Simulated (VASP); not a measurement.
Input of a VASP 6.6.1 run:

POSCAR

```
Zn
1.0
    2.5469436698      0.0000000000      0.0000000000
   -1.2734718349      2.2057179201      0.0000000000
    0.0000000000      0.0000000000      4.7062583601
Zn
2
Direct
    0.3333333333      0.6666666667      0.2500000000
    0.6666666667      0.3333333333      0.7500000000
```

INCAR.step1

```
ALGO = Normal
EDIFF = 1E-4
ENCUT = 520
GGA = PE
ISMEAR = -1
LASPH = T
LCHARG = F
LREAL = F
LWAVE = T
NBANDS = 19
NELM = 60
PREC = Accurate
SIGMA = 0.1
```

File INCAR.step2:

```
ALGO = Normal
EDIFF = 1E-6
ENCUT = 520
ISIF = 2
ISMEAR = -1
ISTART = 1
LASPH = T
LCHARG = F
LMIXTAU = T
LREAL = F
LWAVE = F
METAGGA = R2SCAN
NBANDS = 19
NELM = 60
PREC = Accurate
SIGMA = 0.1
```

File KPOINTS:

```
k-points
0
Gamma
  23 23 11
```

Potentials or basis: VASP PAW PBE potentials, release 64 (Zn).

Command:

```sh
$ cat potpaw_PBE.64/Zn/POTCAR > POTCAR
$ cp INCAR.step1 INCAR
$ mpirun -np 1 vasp_std > vasp.out
$ cp INCAR.step2 INCAR
$ mpirun -np 1 vasp_std > vasp.out
```

(1) What does it give for the pressure?

(2) Estimate the band gap on the k mesh.

## Answers

(1) 10.0 GPa.

(2) zero (bands 12 and 13 overlap by 4.69 eV).

Caveat: the cell stands under pressure; the PAW data sets were made with another functional, which shifts forces and pressure a little.
